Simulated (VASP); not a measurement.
## InP: single point with PBE

Crystal: InP.

```
In P
1.0
     0.00000    2.96707    2.96707
     2.96707    0.00000    2.96707
     2.96707    2.96707    0.00000
In P
1 1
Direct
  0.00000 0.00000 0.00000
  0.25000 0.25000 0.25000
```

```json
{"Program": "VASP 6.6.1", "Task": "single point", "Functional": "PBE", "Potentials or basis": "VASP PAW PBE potentials, release 64 (In_d, P)", "Cutoff": "500 eV", "k mesh": "4 × 4 × 4", "Occupations": "gaussian, width 0.01 eV", "Spin": "no spin polarisation", "Dipole correction": "no", "Further INCAR settings": "ALGO = Normal; EDIFF = 1e-06; NBANDS = 16"}
```

```
Pressure               : 0.9 GPa
Band gap on the k mesh : 0.49 eV, direct
```

Levels at points of the mesh, in eV from the valence-band top:
```
           k point  band 5  band 6  band 7  band 8  band 9  band 10  band 11  band 12  band 13  band 14
(0.00, 0.00, 0.00)  -14.03  -11.27    0.00    0.00    0.00     0.49     4.06     4.06     4.06     8.39
(0.50, 0.00, 0.00)  -14.02   -9.67   -5.56   -0.92   -0.92     1.39     4.78     4.78     7.01     9.31
(0.50, 0.50, 0.00)  -14.00   -9.05   -5.62   -2.21   -2.21     1.80     2.25     8.99     9.33     9.33
```

It took 22 s on 1 thread of AMD EPYC 7R13, with other jobs on the host, peak memory 0.14 GiB.

Caveat: the k points lie up to 0.46 Å⁻¹ apart; spin-orbit coupling is left out, which moves the levels of the heavy elements.
